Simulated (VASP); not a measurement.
A run of VASP 6.6.1:

INCAR

```
PREC     = Accurate       # precision mode
ENCUT    = 520            # plane-wave cutoff, eV
EDIFF    = 1E-6           # SCF threshold, eV
ISMEAR   = -1             # smearing method
SIGMA    = 0.05           # smearing width, eV
LREAL    = F              # projectors in reciprocal space
LASPH    = T              # aspherical terms in the spheres
NELM     = 80             # most SCF steps
ALGO     = Fast           # electronic algorithm
ISIF     = 2              # what is computed and relaxed
LWAVE    = F              # write WAVECAR
LCHARG   = F              # write CHGCAR
GGA      = PS             # functional
NBANDS   = 28             # bands
```

File KPOINTS:

```
Automatic mesh
0
Gamma
  11 11 3
```

The input POSCAR:

```
Pd
1.0
    2.7625616691      0.0000000000      0.0000000000
   -1.3812808346      2.3924485850      0.0000000000
    0.0000000000      0.0000000000      9.1183940900
Pd
4
Direct
    0.6666666667      0.3333333333      0.7500000000
    0.0000000000      0.0000000000      0.5000000000
    0.3333333333      0.6666666667      0.2500000000
    0.0000000000      0.0000000000      0.0000000000
```

Potentials or basis: VASP PAW PBE potentials, release 64 (Pd).

Command:

```sh
$ cat potpaw_PBE.64/Pd/POTCAR > POTCAR
$ mpirun -np 1 vasp_std > vasp.out
```

Hardware: 1 thread of AMD EPYC 9R45 96-Core Processor (Zen 5), with other jobs on the host.

Estimate the wall time of this run.

Run time: 40 s on 1 thread of AMD EPYC 9R45 96-Core Processor (Zen 5) (shared host), peak memory 0.17 GiB. Counts: scf iterations 14, k points 32.
